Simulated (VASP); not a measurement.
Zr:

```
Zr
1.0
     3.19000    0.00000    0.00000
    -1.59500    2.76262    0.00000
     0.00000    0.00000    5.11000
Zr
2
Cartesian
  0.0000 1.8417 1.2775
  1.5950 0.9209 3.8325
```

| Item | Value |
| --- | --- |
| Program | VASP 6.6.1 |
| Task | relaxation of cell and atoms |
| Functional | PBE |
| Potentials or basis | VASP PAW PBE potentials, release 64 (Zr_sv) |
| Cutoff | 500 eV |
| k mesh | 15 × 15 × 8 |
| Occupations | gaussian, width 0.1 eV |
| Spin | no spin polarisation |

At the start: pressure 3.8 GPa; volume 22.52 Å³/atom.

**Question.** Where does the relaxation end?

**Answer.** Over 9 steps the energy falls by 10.1 meV/atom and the volume is 23.40 Å³/atom (+3.9 %); space group P6_3/mmc (No. 194, to 0.1 Å) before and after.

The path:
| step | energy change (eV) | largest force (eV/Å) | pressure (GPa) | volume (Å³) |
| --- | --- | --- | --- | --- |
| 1 | 0.0000 | 0.0000 | 3.81 | 45.03 |
| 2 | -0.0004 | 0.0000 | -3.36 | 48.61 |
| 3 | -0.0202 | 0.0000 | -0.02 | 46.79 |
| 4 | -0.0202 | 0.0000 | 0.05 | 46.76 |
| 5 | -0.0203 | 0.0000 | 0.05 | 46.76 |
| 6 | -0.0203 | 0.0000 | 0.05 | 46.77 |
| 7 | -0.0203 | 0.0000 | 0.05 | 46.77 |
| 8 | -0.0203 | 0.0000 | -0.05 | 46.81 |
| 9 | -0.0203 | 0.0000 | 0.00 | 46.79 |

Final structure:
```
Zr
1.0
     3.23230    0.00000    0.00000
    -1.61615    2.79926    0.00000
     0.00000    0.00000    5.17134
Zr
2
Direct
  0.33333 0.66667 0.25000
  0.66667 0.33333 0.75000
```
